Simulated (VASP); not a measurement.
# Ir (I4/mmm) in VASP: a series of runs

Runs on Ir. Level: PBEsol. Tasks: single point.

Program: VASP 6.6.1. These are calculated values, not measurements. Logs are shortened: lines on timing, memory, paths and dates and some standing lists are left out, and cuts for length are marked.

### 1 The cell of the first run

Symmetry: I4/mmm, No. 139, tetragonal system. The conventional cell has a = 2.783 Å, b = 2.783 Å, c = 4.031 Å, α = 90.00°, β = 90.00°, γ = 90.00°. Within 3.7 Å of Ir (site symmetry 4/mmm) lie 12 Ir at 2.78 to 2.82 Å.

### 2 Single point, PBEsol (strain +0.025 along x and y, +0.050 along z)

The input, INCAR:

```
SYSTEM = Ir
PREC = Accurate ; ENCUT = 520
EDIFF = 1E-7 ; ISMEAR = 0
SIGMA = 0.15 ; LREAL = .FALSE.
LASPH = .TRUE. ; NELM = 60
ALGO = Normal ; ISIF = 2
LWAVE = .FALSE. ; LCHARG = .TRUE.
GGA = PS ; LELF = .TRUE.
LVHAR = .TRUE. ; NBANDS = 10
```

The input, KPOINTS:

```
regular mesh
0
G
  22 22 22
  0 0 0
```

The input, POSCAR:

```
Ir
1.0
    0.0000000000      1.9676925000      2.0156850000
    1.9676925000      0.0000000000      2.0156850000
    1.9676925000      1.9676925000      0.0000000000
Ir
1
Direct
    0.0000000000      0.0000000000      0.0000000000
```

Potentials or basis: VASP PAW PBE potentials, release 64 (Ir).

Run with:

```console
$ cat potpaw_PBE.64/Ir/POTCAR > POTCAR
$ mpirun -np 1 vasp_std > vasp.out
```

OUTCAR:

```text
SYSTEM = Ir
   PREC = Accurate
   ENCUT = 520
   EDIFF = 1E-7
   ISMEAR = 0
   LREAL = .FALSE.
   LASPH = .TRUE.
   NELM = 60
   ISIF = 2
   GGA = PS

 ion  position               nearest neighbor table
   1  0.000  0.000  0.000-

  LATTYP: Found a body centered tetragonal cell.
 ALAT       =     2.7827374201
 C/A-ratio  =     1.4487065761

  Lattice vectors:

 A1 = (  -1.9676925000,   0.0000000000,   2.0156850000)
 A2 = (   1.9676925000,   0.0000000000,   2.0156850000)
 A3 = (   0.0000000000,   1.9676925000,  -2.0156850000)

Analysis of symmetry for initial positions (statically):
=====================================================================
 Subroutine PRICEL returns:
 Original cell was already a primitive cell.

 Routine SETGRP: Setting up the symmetry group for a
 body centered tetragonal supercell.

 Subroutine GETGRP returns: Found 16 space group operations
 (whereof 16 operations were pure point group operations)
 out of a pool of 16 trial point group operations.

The static configuration has the point symmetry D_4h.

Analysis of symmetry for dynamics (positions and initial velocities):
=====================================================================
 Subroutine PRICEL returns:
 Original cell was already a primitive cell.

 Routine SETGRP: Setting up the symmetry group for a
 body centered tetragonal supercell.

 Subroutine GETGRP returns: Found 16 space group operations
 (whereof 16 operations were pure point group operations)
 out of a pool of 16 trial point group operations.

The dynamic configuration has the point symmetry D_4h.

 Subroutine INISYM returns: Found 16 space group operations
 (whereof 16 operations are pure point group operations),
 and found     1 'primitive' translations

----------------------------------------------------------------------------------------

                                     Primitive cell

  volume of cell :      15.6087

  direct lattice vectors                    reciprocal lattice vectors
     0.000000000  1.967692500  2.015685000    -0.254104745  0.254104745  0.248054632
     1.967692500  0.000000000  2.015685000     0.254104745 -0.254104745  0.248054632
     1.967692500  1.967692500  0.000000000     0.254104745  0.254104745 -0.248054632

  length of vectors
     2.816877668  2.816877668  2.782737420     0.436657237  0.436657237  0.436657237

  position of ions in fractional coordinates (direct lattice)
     0.000000000  0.000000000  0.000000000

  ion indices of the primitive-cell ions
   primitive index   ion index
                 1           1

----------------------------------------------------------------------------------------

 KPOINTS: regular mesh

Automatic generation of k-mesh.
 Grid dimensions read from file:
 generate k-points for:   22   22   22

 Generating k-lattice:

  Cartesian coordinates                     Fractional coordinates (reciprocal lattice)
    -0.011550216  0.011550216  0.011275211     0.045454545  0.000000000  0.000000000
     0.011550216 -0.011550216  0.011275211     0.000000000  0.045454545  0.000000000
     0.011550216  0.011550216 -0.011275211     0.000000000  0.000000000  0.045454545

  Length of vectors
     0.019848056  0.019848056  0.019848056

  Shift w.r.t. Gamma in fractional coordinates (k-lattice)
     0.000000000  0.000000000  0.000000000

 Subroutine IBZKPT returns following result:
 ===========================================

 Found    834 irreducible k-points:

 Following reciprocal coordinates:
            Coordinates               Weight
  0.000000  0.000000  0.000000      1.000000
  0.045455 -0.000000  0.000000      8.000000
  0.090909 -0.000000  0.000000      8.000000
  0.136364 -0.000000  0.000000      8.000000
  0.181818  0.000000  0.000000      8.000000
  0.227273  0.000000  0.000000      8.000000
[... 16 lines left out ...]
  0.500000  0.045455  0.000000      8.000000
 -0.454545  0.045455  0.000000      8.000000
 [... further k-points ...]
   k-points           NKPTS =    834   k-points in BZ     NKDIM =    834   number of bands    NBANDS=     10
   number of dos      NEDOS =    301   number of ions     NIONS =      1
   total plane-waves  NPLWV =  13824
   dimension x,y,z NGX =    24 NGY =   24 NGZ =   24
   dimension x,y,z NGXF=    48 NGYF=   48 NGZF=   48
   ions per type =               1
   NGX,Y,Z   is equivalent  to a cutoff of  14.16, 14.16, 14.34 a.u.
   NGXF,Y,Z  is equivalent  to a cutoff of  28.33, 28.33, 28.68 a.u.
 SYSTEM =  Ir
   PREC   = accura    normal or accurate (medium, high low for compatibility)
   ISTART =      0    job   : 0-new  1-cont  2-samecut
   ICHARG =      2    charge: 1-file 2-atom 10-const
   ISPIN  =      1    spin polarized calculation?
   LNONCOLLINEAR =      F non collinear calculations
   LSORBIT =      F    spin-orbit coupling
   LASPH  =      T    aspherical Exc in radial PAW
   ENCUT  =  520.0 eV  38.22 Ry    6.18 a.u.   5.24  5.24  5.17*2*pi/ulx,y,z
   NELM   =     60;   NELMIN=  2; NELMDL= -5     # of ELM steps
   EDIFF  = 0.1E-06   stopping-criterion for ELM
   LREAL  =      F    real-space projection
   EDIFFG = 0.1E-05   stopping-criterion for IOM
   NSW    =      0    number of steps for IOM
   IBRION =     -1    ionic relax: 0-MD 1-quasi-New 2-CG
   NFREE  =      0    steps in history (QN), initial steepest desc. (CG)
   ISIF   =      2    stress and relaxation
   ISYM   =      2    0-nonsym 1-usesym 2-fastsym
   POTIM  = 0.5000    time-step for ionic-motion
   TEBEG  =    0.0;   TEEND  =   0.0 temperature during run
   PSTRESS=    0.0 pullay stress
   NELECT =       9.0000    total number of electrons
   NUPDOWN=      -1.0000    fix difference up-down
   EMIN   =  10.00;   EMAX   =-10.00  energy-range for DOS
   EFERMI =   0.00;   METHOD = LEGACY
   ISMEAR =     0;   SIGMA  =   0.15  broadening in eV -4-tet -1-fermi 0-gaus
   EFERMI_NEDOS =   21; number of points for ismear=-14 and -15
   IALGO  =     38    algorithm
   IMIX   =      4    mixing-type and parameters
     AMIX     =   0.40;   BMIX     =  1.00
     AMIX_MAG =   1.60;   BMIX_MAG =  1.00
  volume/ion in A,a.u.               =      15.61       105.33
  Fermi-wavevector in a.u.,A,eV,Ry     =   1.362594  2.574930 25.261444  1.856664
  Thomas-Fermi vector in A             =   2.489071
   LORBIT       =      0    0 simple, 1 ext, 2 COOP (PROOUT), +10 PAW based schemes
   GGA     = PS    functional components
   LHFCALC =     F    Hartree Fock is set to
   AEXX    =    0.0000 exact exchange contribution
   IVDW    =     0    specifies the selected vdW correction
   LEPSILON=     F    determine dielectric tensor
   LRPA    =     F    only Hartree local field effects (RPA)
 non-spin polarized calculation
 Gauss-broadening in eV      SIGMA  =   0.15
  energy-cutoff  :      520.00
  volume of cell :       15.61
 maximum number of plane-waves:       436
 NGX is ok and might be reduce to    24
   NGX = 11   NGY = 11   NGZ = 11

 number of electron       9.0000000 magnetization

 Free energy of the ion-electron system (eV)
  ---------------------------------------------------
  ext. energy  EPLUGINS =         0.00000000
  ---------------------------------------------------
  free energy    TOTEN  =        -9.65588632 eV

  energy without entropy =       -9.64172157  energy(sigma->0) =       -9.64880394

 E-fermi :   8.5864     XC(G=0): -13.5300

 val. band max:        8.5848625139   @ k =  -0.1364   0.1818   0.0455
 cond. band min:       8.5865990128   @ k =  -0.2273   0.1818   0.1364
 fundamental gap:      0.0017364988
 Fermi energy:         8.5863884486

 k-point     1 :       0.0000    0.0000    0.0000
  band No.  band energies     occupation
      1      -1.5402      2.00000
      2       5.0754      2.00000
      3       5.3578      2.00000
      4       5.3578      2.00000
      5       7.3937      2.00000
      6       7.7601      2.00000
      7      23.0947      0.00000
      8      27.6582      0.00000
      9      28.2978      0.00000
     10      28.2978      0.00000

 k-point     2 :       0.0455   -0.0000    0.0000
  band No.  band energies     occupation
      1      -1.4568      2.00000
      2       5.0835      2.00000
      3       5.3427      2.00000
      4       5.3931      2.00000
      5       7.3754      2.00000
      6       7.7353      2.00000
      7      23.2318      0.00000
      8      27.4524      0.00000
      9      28.1210      0.00000
     10      28.4285      0.00000

 k-point     3 :       0.0909   -0.0000    0.0000
  band No.  band energies     occupation
      1      -1.2115      2.00000
      2       5.0508      2.00000
      3       5.3564      2.00000
      4       5.4913      2.00000
      5       7.3334      2.00000
      6       7.6717      2.00000
      7      23.6188      0.00000
      8      26.4626      0.00000
      9      28.3860      0.00000
     10      28.8110      0.00000

 k-point     4 :       0.1364   -0.0000    0.0000
  band No.  band energies     occupation
      1      -0.8206      2.00000
      2       4.9322      2.00000
      3       5.4457      2.00000
      4       5.6263      2.00000
      5       7.3065      2.00000
      6       7.6039      2.00000
      7      24.1752      0.00000
      8      25.2139      0.00000
      9      28.9682      0.00000
     10      29.4156      0.00000
[... 222 lines left out ...]
 k-point    22 :       0.4545    0.0455    0.0000
  band No.  band energies     occupation
      1       1.5278      2.00000
      2       5.0183      2.00000
      3       5.4468      2.00000
      4       7.1994      2.00000
      5       9.2370      0.00000
      6       9.4739      0.00000
      7      15.6945      0.00000
      8      22.8605      0.00000
      9      27.6981      0.00000
     10      27.7430      0.00000

 k-point    23 :       0.5000    0.0455    0.0000
  band No.  band energies     occupation
      1       1.5346      2.00000
      2       4.9884      2.00000
      3       5.3978      2.00000
      4       7.6556      2.00000
      5       9.2893      0.00000
      6       9.8153      0.00000
      7      14.9284      0.00000
      8      22.6995      0.00000
      9      27.1731      0.00000
     10      27.6362      0.00000

 k-point    24 :      -0.4545    0.0455    0.0000
  band No.  band energies     occupation
      1       1.5351      2.00000
      2       5.0081      2.00000
      3       5.3959      2.00000
      4       7.5653      2.00000
      5       9.1811      0.00000
      6       9.8529      0.00000
      7      15.0743      0.00000
      8      22.7299      0.00000
      9      27.0313      0.00000
     10      27.9063      0.00000

 [... further k-points ...]

------------------------ aborting loop because EDIFF is reached ----------------------------------------

  FORCE on cell =-STRESS in cart. coord.  units (eV):
  Direction    XX          YY          ZZ          XY          YZ          ZX
  --------------------------------------------------------------------------------------
  -------------------------------------------------------------------------------------
  Total       -2.7502717     -2.7502717     -3.4098617      0.0000000      0.0000000      0.0000000
  in kB     -282.3053191   -282.3053191   -350.0098151      0.0000000      0.0000000      0.0000000
  external PRESSURE =    -304.8734845 kB  Pullay stress =       0.0000000 kB

 VOLUME and BASIS-vectors are now :
 -----------------------------------------------------------------------------
  energy-cutoff  :      520.00
  volume of cell :       15.61
      direct lattice vectors                 reciprocal lattice vectors
     0.000000000  1.967692500  2.015685000    -0.254104745  0.254104745  0.248054632
     1.967692500  0.000000000  2.015685000     0.254104745 -0.254104745  0.248054632
     1.967692500  1.967692500  0.000000000     0.254104745  0.254104745 -0.248054632

 POSITION                                       TOTAL-FORCE (eV/Angst)
 -----------------------------------------------------------------------------------
      0.00000      0.00000      0.00000         0.000000      0.000000      0.000000
 -----------------------------------------------------------------------------------
    total drift:                               -0.000000      0.000000     -0.000000

  FREE ENERGIE OF THE ION-ELECTRON SYSTEM (eV)
  ---------------------------------------------------
  free  energy   TOTEN  =        -9.6558863219 eV

  energy  without entropy=       -9.6417215668  energy(sigma->0) =       -9.64880394
```

It took 35 s on 1 thread of Intel Xeon 6975P-C (Granite Rapids), shared host; peak memory 0.26 GiB.

Results:

```
Free energy : -9.6559 eV
Pressure    : -30.5 GPa
```

Stress tensor (GPa, compression positive):
```
-28.23   0.00   0.00
  0.00 -28.23   0.00
  0.00   0.00 -35.00
```

Levels at points of the mesh, in eV from the Fermi level:
```tsv
k point	band 1	band 2	band 3	band 4	band 5	band 6	band 7	band 8	band 9
(0.00, 0.00, 0.00)	-10.13	-3.51	-3.23	-3.23	-1.19	-0.83	14.51	19.07	19.71
(0.50, 0.00, 0.00)	-7.12	-3.54	-3.25	-0.52	0.70	0.84	6.31	13.99	18.72
(0.50, 0.50, 0.00)	-6.86	-6.31	0.77	1.23	1.23	1.41	8.81	11.52	11.52
(0.50, 0.00, 0.50)	-6.82	-6.32	0.73	1.12	1.39	1.88	9.42	11.00	11.19
```

Caveat: the cell differs from its parent crystal (strain +0.025 along x and y, +0.050 along z); the PAW data sets were made with another functional, which shifts forces and pressure a little; spin-orbit coupling is left out, which moves the levels of the heavy elements.

### 3 Single point, PBEsol (strain +0.050 along x and y, +0.025 along z)

The input, INCAR:

```
ALGO = Normal
EDIFF = 1E-7
ENCUT = 520
GGA = PS
ISIF = 2
ISMEAR = 0
LASPH = True
LCHARG = False
LREAL = False
LWAVE = False
NBANDS = 10
NELM = 60
PREC = Accurate
SIGMA = 0.15
```

The input, KPOINTS:

```
k-points
0
Gamma
  22 22 22
```

The input, POSCAR:

```
Ir
1.0
    0.0000000000      2.0156850000      1.9676925000
    2.0156850000      0.0000000000      1.9676925000
    2.0156850000      2.0156850000      0.0000000000
Ir
1
Direct
    0.0000000000      0.0000000000      0.0000000000
```

Potentials or basis: VASP PAW PBE potentials, release 64 (Ir).

Run with:

```console
$ cat potpaw_PBE.64/Ir/POTCAR > POTCAR
$ mpirun -np 1 vasp_std > vasp.out
```

Run time: 35 s. Hardware: 1 thread of Intel Xeon 6975P-C (Granite Rapids), shared host; peak memory 0.26 GiB.

The run converged. Its results:

- Free energy: -9.5776 eV
- Pressure: -35.4 GPa

Stress tensor (GPa, compression positive):
```
-37.46   0.00   0.00
  0.00 -37.46   0.00
  0.00   0.00 -31.27
```

Levels at points of the mesh, in eV from the Fermi level:
| k point | band 1 | band 2 | band 3 | band 4 | band 5 | band 6 | band 7 | band 8 |
| --- | --- | --- | --- | --- | --- | --- | --- | --- |
| (0.00, 0.00, 0.00) | -9.88 | -3.29 | -3.29 | -3.02 | -1.14 | -0.80 | 14.53 | 19.17 |
| (0.50, 0.00, 0.00) | -6.89 | -3.41 | -3.12 | -0.44 | 0.66 | 0.81 | 6.10 | 14.01 |
| (0.50, 0.50, 0.00) | -6.57 | -6.11 | 0.70 | 1.21 | 1.21 | 2.05 | 9.32 | 10.84 |
| (0.50, 0.00, 0.50) | -6.61 | -6.08 | 0.72 | 1.06 | 1.31 | 1.58 | 8.73 | 11.18 |

Caveat: the cell differs from its parent crystal (strain +0.050 along x and y, +0.025 along z); the PAW data sets were made with another functional, which shifts forces and pressure a little; spin-orbit coupling is left out, which moves the levels of the heavy elements.

### 4 Single point, PBEsol (strain -0.025 along x and y, +0.025 along z)

The input, INCAR:

```
PREC     = Accurate       # precision mode
ENCUT    = 520            # plane-wave cutoff, eV
EDIFF    = 1E-6           # SCF threshold, eV
ISMEAR   = 0              # smearing method
SIGMA    = 0.15           # smearing width, eV
LREAL    = False          # projectors in reciprocal space
LASPH    = True           # aspherical terms in the spheres
NELM     = 80             # most SCF steps
ALGO     = Fast           # electronic algorithm
ISIF     = 2              # what is computed and relaxed
LWAVE    = False          # write WAVECAR
LCHARG   = False          # write CHGCAR
GGA      = PS             # functional
NBANDS   = 10             # bands
```

The input, KPOINTS:

```
regular mesh
0
Gamma
  22 22 22
```

The input, POSCAR:

```
Ir
1.0
    0.0000000000      1.8717075000      1.9676925000
    1.8717075000      0.0000000000      1.9676925000
    1.8717075000      1.8717075000      0.0000000000
Ir
1
Direct
    0.0000000000      0.0000000000      0.0000000000
```

Potentials or basis: VASP PAW PBE potentials, release 64 (Ir).

Run with:

```console
$ cat potpaw_PBE.64/Ir/POTCAR > POTCAR
$ mpirun -np 1 vasp_std > vasp.out
```

OUTCAR:

```text
PREC = Accurate
   ENCUT = 520
   EDIFF = 1E-6
   ISMEAR = 0
   LREAL = False
   LASPH = True
   NELM = 80
   ISIF = 2
   GGA = PS

 ion  position               nearest neighbor table
   1  0.000  0.000  0.000-

  LATTYP: Found a body centered tetragonal cell.
 ALAT       =     2.6469941313
 C/A-ratio  =     1.4867373348

  Lattice vectors:

 A1 = (  -1.8717075000,   0.0000000000,   1.9676925000)
 A2 = (   1.8717075000,   0.0000000000,   1.9676925000)
 A3 = (   0.0000000000,   1.8717075000,  -1.9676925000)

[... 482 lines left out ...]
      2       6.1390      2.00000
      3       6.9539      2.00000
      4       9.3098      2.00000
      5      11.3361      0.00000
      6      12.2504      0.00000
      7      18.3503      0.00000
      8      24.6398      0.00000
      9      30.1188      0.00000
     10      31.3466      0.00000

 [... further k-points ...]
[... 5 lines left out ...]
  --------------------------------------------------------------------------------------
  -------------------------------------------------------------------------------------
  Total        1.5839263      1.5839263     -0.1907915      0.0000000     -0.0000000     -0.0000000
  in kB      184.0697270    184.0697270    -22.1720803      0.0000000     -0.0000000     -0.0000000
  external PRESSURE =     115.3224579 kB  Pullay stress =       0.0000000 kB

 VOLUME and BASIS-vectors are now :
 -----------------------------------------------------------------------------
  energy-cutoff  :      520.00
  volume of cell :       13.79
      direct lattice vectors                 reciprocal lattice vectors
     0.000000000  1.871707500  1.967692500    -0.267135757  0.267135757  0.254104745
     1.871707500  0.000000000  1.967692500     0.267135757 -0.267135757  0.254104745
     1.871707500  1.871707500  0.000000000     0.267135757  0.267135757 -0.254104745

 POSITION                                       TOTAL-FORCE (eV/Angst)
 -----------------------------------------------------------------------------------
      0.00000      0.00000      0.00000         0.000000      0.000000      0.000000
 -----------------------------------------------------------------------------------
    total drift:                               -0.000000      0.000000      0.000000

  FREE ENERGIE OF THE ION-ELECTRON SYSTEM (eV)
  ---------------------------------------------------
  free  energy   TOTEN  =        -9.7841328248 eV

  energy  without entropy=       -9.7726000292  energy(sigma->0) =       -9.77836643
```

Run time: 79 s. Hardware: 1 thread of Intel Xeon 6975P-C, shared host; peak memory 0.23 GiB.

What came out:

```yaml
Free_energy: -9.7841 eV
Pressure: 11.5 GPa
```

Caveat: the cell differs from its parent crystal (strain -0.025 along x and y, +0.025 along z); the PAW data sets were made with another functional, which shifts forces and pressure a little; spin-orbit coupling is left out, which moves the levels of the heavy elements.

(Part 1 of 2 ends here.)
